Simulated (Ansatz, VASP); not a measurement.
## GaSb: VASP beside Ansatz

```
Ga Sb
1.0
    -1.52080    2.55054    2.85449
     1.52080   -2.55054    2.85449
     1.52080    2.55054   -2.85449
Ga Sb
1 1
Direct
  0.00000 0.00000 0.00000
  0.50000 0.50000 0.00000
```

Change from the starting cell: volume 22.144 Å^3 an atom, stretch along a over the lengths across it, relative to the relaxed cell 0.9480.

Alike in both runs: task single point; functional LDA; k mesh 18 × 18 × 18; occupations gaussian, width 0.15 eV; no spin polarisation.

|  | VASP | Ansatz |
| --- | --- | --- |
| version | VASP 6.6.1 | Ansatz 0.2.0 |
| potentials or method | VASP PAW LDA potentials, release 64 (Ga_d, Sb), cutoff 520 eV | scalar-relativistic, plane waves, PAW |
| valence electrons in the cell | 18 | 28 |

VASP gave:

```
gap on the k mesh at the Fermi level (eV)                     : none
pressure (GPa)                                                : 0.4
traceless stress, the component that is largest in VASP (GPa) : -2.77
```

Estimate Ansatz's values.

gap on the k mesh at the Fermi level (eV): none; pressure (GPa): 0.2; traceless stress, the component that is largest in VASP (GPa): -2.73.

Ansatz warns that its potentials were made for another functional, while VASP's fit it. LDA's correlation is that of Perdew and Zunger in VASP and of Perdew and Wang (1992) in Ansatz. A gap of «none» marks a metal or a gap that the smearing closes. VASP's potentials hold 18 valence electrons a cell and Ansatz's 28, so a difference there can come from the potentials and not from the codes.

Neither program's run includes spin-orbit coupling.
